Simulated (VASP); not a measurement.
# Rb (Im-3m) in VASP: further runs

The runs below take Rb through single point, relaxation of volume and atoms at fixed shape, with PBEsol.

All numbers are computed with VASP 6.6.1; they aren't measurements. Logs are shortened: lines on timing, memory, paths and dates and some standing lists are left out, and cuts for length are marked.

## Step 1: The cell of the first run

The structure is cubic, space group Im-3m (No. 229). The conventional cell has a = 5.605 Å, b = 5.605 Å, c = 5.605 Å, α = 90.00°, β = 90.00°, γ = 90.00°.

## Step 2: Single point, PBEsol

Input file INCAR:

```
PREC = Accurate
ENCUT = 520
EDIFF = 1E-7
ISMEAR = 0
SIGMA = 0.1
LREAL = F
LASPH = T
NELM = 80
ALGO = Normal
ISIF = 2
LWAVE = F
LCHARG = F
GGA = PS
NBANDS = 10
```

Input file KPOINTS:

```
Automatic mesh
0
Gamma
  6 6 6
```

Input file POSCAR:

```
Rb
1.0
   -2.8025000000      2.8025000000      2.8025000000
    2.8025000000     -2.8025000000      2.8025000000
    2.8025000000      2.8025000000     -2.8025000000
Rb
1
Direct
    0.0000000000      0.0000000000      0.0000000000
```

Potentials or basis: VASP PAW PBE potentials, release 64 (Rb_sv).

Started as:

```
$ cat potpaw_PBE.64/Rb_sv/POTCAR > POTCAR
$ mpirun -np 1 vasp_std > vasp.out
```

OUTCAR:

```text
PREC = Accurate
   ENCUT = 520
   EDIFF = 1E-7
   ISMEAR = 0
   LREAL = F
   LASPH = T
   NELM = 80
   ISIF = 2
   GGA = PS

 ion  position               nearest neighbor table
   1  0.000  0.000  0.000-

  LATTYP: Found a body centered cubic cell.
 ALAT       =     5.6050000000

  Lattice vectors:

 A1 = (  -2.8025000000,   2.8025000000,   2.8025000000)
 A2 = (   2.8025000000,  -2.8025000000,   2.8025000000)
 A3 = (   2.8025000000,   2.8025000000,  -2.8025000000)

Analysis of symmetry for initial positions (statically):
=====================================================================
 Subroutine PRICEL returns:
 Original cell was already a primitive cell.

 Routine SETGRP: Setting up the symmetry group for a
 body centered cubic supercell.

 Subroutine GETGRP returns: Found 48 space group operations
 (whereof 48 operations were pure point group operations)
 out of a pool of 48 trial point group operations.

The static configuration has the point symmetry O_h .

Analysis of symmetry for dynamics (positions and initial velocities):
=====================================================================
 Subroutine PRICEL returns:
 Original cell was already a primitive cell.

 Routine SETGRP: Setting up the symmetry group for a
 body centered cubic supercell.

 Subroutine GETGRP returns: Found 48 space group operations
 (whereof 48 operations were pure point group operations)
 out of a pool of 48 trial point group operations.

The dynamic configuration has the point symmetry O_h .

 Subroutine INISYM returns: Found 48 space group operations
 (whereof 48 operations are pure point group operations),
 and found     1 'primitive' translations

----------------------------------------------------------------------------------------

                                     Primitive cell

  volume of cell :      88.0434

  direct lattice vectors                    reciprocal lattice vectors
    -2.802500000  2.802500000  2.802500000     0.000000000  0.178412132  0.178412132
     2.802500000 -2.802500000  2.802500000     0.178412132  0.000000000  0.178412132
     2.802500000  2.802500000 -2.802500000     0.178412132  0.178412132  0.000000000

  length of vectors
     4.854072388  4.854072388  4.854072388     0.252312857  0.252312857  0.252312857

  position of ions in fractional coordinates (direct lattice)
     0.000000000  0.000000000  0.000000000

[... 69 lines left out ...]
   NSW    =      0    number of steps for IOM
   IBRION =     -1    ionic relax: 0-MD 1-quasi-New 2-CG
   NFREE  =      0    steps in history (QN), initial steepest desc. (CG)
   ISIF   =      2    stress and relaxation
   ISYM   =      2    0-nonsym 1-usesym 2-fastsym
   POTIM  = 0.5000    time-step for ionic-motion
   TEBEG  =    0.0;   TEEND  =   0.0 temperature during run
   PSTRESS=    0.0 pullay stress
   NELECT =       9.0000    total number of electrons
   NUPDOWN=      -1.0000    fix difference up-down
   EMIN   =  10.00;   EMAX   =-10.00  energy-range for DOS
   EFERMI =   0.00;   METHOD = LEGACY
   ISMEAR =     0;   SIGMA  =   0.10  broadening in eV -4-tet -1-fermi 0-gaus
   EFERMI_NEDOS =   21; number of points for ismear=-14 and -15
   IALGO  =     38    algorithm
   IMIX   =      4    mixing-type and parameters
     AMIX     =   0.40;   BMIX     =  1.00
     AMIX_MAG =   1.60;   BMIX_MAG =  1.00
  volume/ion in A,a.u.               =      88.04       594.15
  Fermi-wavevector in a.u.,A,eV,Ry     =   0.765462  1.446513  7.972081  0.585931
  Thomas-Fermi vector in A             =   1.865587
   LORBIT       =      0    0 simple, 1 ext, 2 COOP (PROOUT), +10 PAW based schemes
   GGA     = PS    functional components
   LHFCALC =     F    Hartree Fock is set to
   AEXX    =    0.0000 exact exchange contribution
   IVDW    =     0    specifies the selected vdW correction
   LEPSILON=     F    determine dielectric tensor
   LRPA    =     F    only Hartree local field effects (RPA)
 non-spin polarized calculation
 Gauss-broadening in eV      SIGMA  =   0.10
  energy-cutoff  :      520.00
  volume of cell :       88.04
 maximum number of plane-waves:      2394
   NGX = 19   NGY = 19   NGZ = 19

 number of electron       9.0000000 magnetization

 Free energy of the ion-electron system (eV)
  ---------------------------------------------------
  ext. energy  EPLUGINS =         0.00000000
  ---------------------------------------------------
  free energy    TOTEN  =        -1.01254412 eV

  energy without entropy =       -1.00012602  energy(sigma->0) =       -1.00633507

 E-fermi :   0.0329     XC(G=0):  -5.6034

 val. band max:       -0.1856134480   @ k =   0.1667   0.1667   0.1667
 cond. band min:       0.0440491162   @ k =   0.3333   0.1667  -0.0000
 fundamental gap:      0.2296625642
 Fermi energy:         0.0329266510

 k-point     1 :       0.0000    0.0000    0.0000
  band No.  band energies     occupation
      1     -28.8183      2.00000
      2     -12.8619      2.00000
      3     -12.8619      2.00000
      4     -12.8619      2.00000
      5      -2.0001      2.00000
      6       3.7302      0.00000
      7       3.7302      0.00000
      8       3.7302      0.00000
      9       4.7006      0.00000
     10       4.7006      0.00000
[... 183 lines left out ...]
 k-point    16 :       0.5000    0.5000    0.5000
  band No.  band energies     occupation
      1     -28.8094      2.00000
      2     -12.9392      2.00000
      3     -12.9392      2.00000
      4     -12.9392      2.00000
      5       1.2627      0.00000
      6       1.2627      0.00000
      7       3.3460      0.00000
      8       3.3460      0.00000
      9       3.3460      0.00000
     10       4.9972      0.00000

------------------------ aborting loop because EDIFF is reached ----------------------------------------

  FORCE on cell =-STRESS in cart. coord.  units (eV):
  Direction    XX          YY          ZZ          XY          YZ          ZX
  --------------------------------------------------------------------------------------
  -------------------------------------------------------------------------------------
  Total       -0.0182811     -0.0182811     -0.0182811      0.0000000      0.0000000     -0.0000000
  in kB       -0.3326712     -0.3326712     -0.3326712      0.0000000      0.0000000     -0.0000000
  external PRESSURE =      -0.3326712 kB  Pullay stress =       0.0000000 kB

 VOLUME and BASIS-vectors are now :
 -----------------------------------------------------------------------------
  energy-cutoff  :      520.00
  volume of cell :       88.04
      direct lattice vectors                 reciprocal lattice vectors
    -2.802500000  2.802500000  2.802500000     0.000000000  0.178412132  0.178412132
     2.802500000 -2.802500000  2.802500000     0.178412132  0.000000000  0.178412132
     2.802500000  2.802500000 -2.802500000     0.178412132  0.178412132  0.000000000

 POSITION                                       TOTAL-FORCE (eV/Angst)
 -----------------------------------------------------------------------------------
      0.00000      0.00000      0.00000        -0.000000      0.000000     -0.000000
 -----------------------------------------------------------------------------------
    total drift:                               -0.000000     -0.000000      0.000000

  FREE ENERGIE OF THE ION-ELECTRON SYSTEM (eV)
  ---------------------------------------------------
  free  energy   TOTEN  =        -1.0125441243 eV

  energy  without entropy=       -1.0001260172  energy(sigma->0) =       -1.00633507
```

Run time: 6.8 s. Hardware: 1 thread of AMD EPYC 9R45 (Zen 5), shared host; peak memory 0.17 GiB.

What came out:

```
Free energy : -1.0125 eV
Pressure    : 0.0 GPa
```

Levels at points of the mesh, in eV from the Fermi level:
```
           k point  band 1  band 2  band 3  band 4  band 5  band 6  band 7  band 8  band 9
(0.00, 0.00, 0.00)  -28.85  -12.89  -12.89  -12.89   -2.03    3.70    3.70    3.70    4.67
(0.50, 0.00, 0.00)  -28.85  -13.00  -12.93  -12.89    0.22    0.79    2.58    4.32    5.24
(0.50, 0.50, 0.50)  -28.84  -12.97  -12.97  -12.97    1.23    1.23    3.31    3.31    3.31
```

Caveat: the PAW data sets were made with another functional, which shifts forces and pressure a little.

## Step 3: Relaxation of volume and atoms at fixed shape, PBEsol

Input file INCAR:

```
SYSTEM = Rb
ALGO = Normal ; EDIFF = 1E-6
EDIFFG = -0.01 ; ENCUT = 600
GGA = PS ; IBRION = 2
ISIF = 8 ; ISMEAR = 0
LASPH = .True. ; LCHARG = .False.
LREAL = .False. ; LWAVE = .False.
NELM = 60 ; NSW = 60
PREC = Accurate ; SIGMA = 0.1
```

Input file KPOINTS:

```
k-points
0
Gamma
  6 6 6
  0 0 0
```

POSCAR is that of step 2.

Potentials or basis: VASP PAW PBE potentials, release 64 (Rb_sv).

Started as:

```
$ cat potpaw_PBE.64/Rb_sv/POTCAR > POTCAR
$ mpirun -np 1 vasp_std > vasp.out
```

OUTCAR:

```text
SYSTEM = Rb
   EDIFF = 1E-6
   EDIFFG = -0.01
   ENCUT = 600
   GGA = PS
   IBRION = 2
   ISIF = 8
   ISMEAR = 0
   LASPH = .True.
   LREAL = .False.
   NELM = 60
   NSW = 60
   PREC = Accurate

 ion  position               nearest neighbor table
   1  0.000  0.000  0.000-

  LATTYP: Found a body centered cubic cell.
 ALAT       =     5.6050000000

  Lattice vectors:

 A1 = (  -2.8025000000,   2.8025000000,   2.8025000000)
 A2 = (   2.8025000000,  -2.8025000000,   2.8025000000)
 A3 = (   2.8025000000,   2.8025000000,  -2.8025000000)

Analysis of symmetry for initial positions (statically):
=====================================================================
 Subroutine PRICEL returns:
 Original cell was already a primitive cell.

 Routine SETGRP: Setting up the symmetry group for a
 body centered cubic supercell.

 Subroutine GETGRP returns: Found 48 space group operations
 (whereof 48 operations were pure point group operations)
 out of a pool of 48 trial point group operations.

The static configuration has the point symmetry O_h .

Analysis of symmetry for dynamics (positions and initial velocities):
=====================================================================
 Subroutine PRICEL returns:
 Original cell was already a primitive cell.

 Routine SETGRP: Setting up the symmetry group for a
 body centered cubic supercell.

 Subroutine GETGRP returns: Found 48 space group operations
 (whereof 48 operations were pure point group operations)
 out of a pool of 48 trial point group operations.

The dynamic configuration has the point symmetry O_h .

 Subroutine INISYM returns: Found 48 space group operations
 (whereof 48 operations are pure point group operations),
 and found     1 'primitive' translations

[... 88 lines left out ...]
   NFREE  =      1    steps in history (QN), initial steepest desc. (CG)
   ISIF   =      8    stress and relaxation
   ISYM   =      2    0-nonsym 1-usesym 2-fastsym
   POTIM  = 0.5000    time-step for ionic-motion
   TEBEG  =    0.0;   TEEND  =   0.0 temperature during run
   PSTRESS=    0.0 pullay stress
   NELECT =       9.0000    total number of electrons
   NUPDOWN=      -1.0000    fix difference up-down
   EMIN   =  10.00;   EMAX   =-10.00  energy-range for DOS
   EFERMI =   0.00;   METHOD = LEGACY
   ISMEAR =     0;   SIGMA  =   0.10  broadening in eV -4-tet -1-fermi 0-gaus
   EFERMI_NEDOS =   21; number of points for ismear=-14 and -15
   IALGO  =     38    algorithm
   IMIX   =      4    mixing-type and parameters
     AMIX     =   0.40;   BMIX     =  1.00
     AMIX_MAG =   1.60;   BMIX_MAG =  1.00
  volume/ion in A,a.u.               =      88.04       594.15
  Fermi-wavevector in a.u.,A,eV,Ry     =   0.765462  1.446513  7.972081  0.585931
  Thomas-Fermi vector in A             =   1.865587
   LORBIT       =      0    0 simple, 1 ext, 2 COOP (PROOUT), +10 PAW based schemes
   GGA     = PS    functional components
   LHFCALC =     F    Hartree Fock is set to
   AEXX    =    0.0000 exact exchange contribution
   IVDW    =     0    specifies the selected vdW correction
   LEPSILON=     F    determine dielectric tensor
   LRPA    =     F    only Hartree local field effects (RPA)
 conjugate gradient relaxation of ions
 non-spin polarized calculation
 Gauss-broadening in eV      SIGMA  =   0.10
  energy-cutoff  :      600.00
  volume of cell :       88.04
 maximum number of plane-waves:      2988
   NGX = 19   NGY = 19   NGZ = 19

--------------------------------------- Ionic step        1  -------------------------------------------

 number of electron       9.0000000 magnetization

 Free energy of the ion-electron system (eV)
  ---------------------------------------------------
  ext. energy  EPLUGINS =         0.00000000
  ---------------------------------------------------
  free energy    TOTEN  =        -1.01251578 eV

  energy without entropy =       -1.00009768  energy(sigma->0) =       -1.00630673

------------------------ aborting loop because EDIFF is reached ----------------------------------------

  FORCE on cell =-STRESS in cart. coord.  units (eV):
  Direction    XX          YY          ZZ          XY          YZ          ZX
  --------------------------------------------------------------------------------------
  -------------------------------------------------------------------------------------
  Total       -0.0173987     -0.0173987     -0.0173987      0.0000000      0.0000000     -0.0000000
  in kB       -0.3166144     -0.3166144     -0.3166144      0.0000000      0.0000000     -0.0000000
  external PRESSURE =      -0.3166144 kB  Pullay stress =       0.0000000 kB
[... 57 lines left out ...]
--------------------------------------- Ionic step        3  -------------------------------------------

 number of electron       9.0000000 magnetization

 Free energy of the ion-electron system (eV)
  ---------------------------------------------------
  ext. energy  EPLUGINS =         0.00000000
  ---------------------------------------------------
  free energy    TOTEN  =        -1.01262030 eV

  energy without entropy =       -1.00020055  energy(sigma->0) =       -1.00641043

 E-fermi :   0.0558     XC(G=0):  -5.6291

 val. band max:       -0.1630446519   @ k =   0.1667   0.1667   0.1667
 cond. band min:       0.0668845248   @ k =   0.3333   0.1667  -0.0000
 fundamental gap:      0.2299291767
 Fermi energy:         0.0557579679

 k-point     1 :       0.0000    0.0000    0.0000
  band No.  band energies     occupation
      1     -28.7902      2.00000
      2     -12.8325      2.00000
      3     -12.8325      2.00000
      4     -12.8325      2.00000
      5      -1.9914      2.00000
      6       3.7619      0.00000
      7       3.7619      0.00000
      8       3.7619      0.00000
[... 191 lines left out ...]
  FREE ENERGIE OF THE ION-ELECTRON SYSTEM (eV)
  ---------------------------------------------------
  free  energy   TOTEN  =        -1.0126203031 eV

  energy  without entropy=       -1.0002005478  energy(sigma->0) =       -1.00641043

 reached required accuracy - stopping structural energy minimisation
```

OSZICAR:

```text
N       E                     dE             d eps       ncg     rms          rms(c)
DAV:   1     0.501920011064E+02    0.50192E+02   -0.36924E+03   256   0.943E+02
DAV:   2     0.177806791594E+01   -0.48414E+02   -0.46537E+02   312   0.141E+02
DAV:   3    -0.942312353721E+00   -0.27204E+01   -0.27203E+01   312   0.412E+01
[... 18 lines left out ...]
DAV:   2    -0.101332902309E+01    0.23798E-02   -0.56183E-03   256   0.640E-01    0.126E-01
DAV:   3    -0.101258686829E+01    0.74215E-03   -0.39858E-03   376   0.398E-01    0.264E-02
DAV:   4    -0.101259950464E+01   -0.12636E-04   -0.59838E-05   304   0.781E-02    0.148E-02
DAV:   5    -0.101261956862E+01   -0.20064E-04   -0.14993E-05   424   0.454E-02    0.890E-03
DAV:   6    -0.101262030315E+01   -0.73453E-06   -0.71543E-07   160   0.987E-03
   3 F= -.10126203E+01 E0= -.10064104E+01  d E =-.104520E-03
```

Run time: 16 s. Hardware: 1 thread of AMD EPYC 9R45 (Zen 5), shared host; peak memory 0.2 GiB.

Results:

```
Free energy                            : -1.0126 eV
Relaxed volume                         : 87.16 Å³/atom
Relaxed cell                           : a = 4.838 Å, b = 4.838 Å, c = 4.838 Å, α = 109.47°, β = 109.47°, γ = 109.47°
Space group after relaxing (to 0.05 Å) : Im-3m (No. 229)
Energy gained by relaxing              : 0.1 meV/atom
Ionic steps                            : 3
Pressure after relaxing                : 0.0 GPa
```

Step by step:
| step | energy change (eV) | largest force (eV/Å) | pressure (GPa) | volume (Å³) |
| --- | --- | --- | --- | --- |
| 1 | 0.0000 | 0.0000 | -0.03 | 88.04 |
| 2 | 0.0000 | 0.0000 | -0.03 | 87.82 |
| 3 | -0.0001 | 0.0000 | -0.01 | 87.16 |

Final structure:
```yaml
crystal:
  lattice:
    - [-2.79309, 2.79309, 2.79309]
    - [2.79309, -2.79309, 2.79309]
    - [2.79309, 2.79309, -2.79309]
  atoms:
    - { symbol: Rb, position: [0.00000, 0.00000, 0.00000] }
```

Levels at points of the mesh, in eV from the Fermi level:
```tsv
k point	band 1	band 2	band 3	band 4	band 5	band 6	band 7	band 8
(0.00, 0.00, 0.00)	-28.85	-12.89	-12.89	-12.89	-2.05	3.71	3.71	3.71
(0.50, 0.00, 0.00)	-28.84	-13.00	-12.93	-12.89	0.21	0.80	2.58	4.34
(0.50, 0.50, 0.50)	-28.84	-12.97	-12.97	-12.97	1.22	1.22	3.34	3.34
```

Caveat: the PAW data sets were made with another functional, which shifts forces and pressure a little.
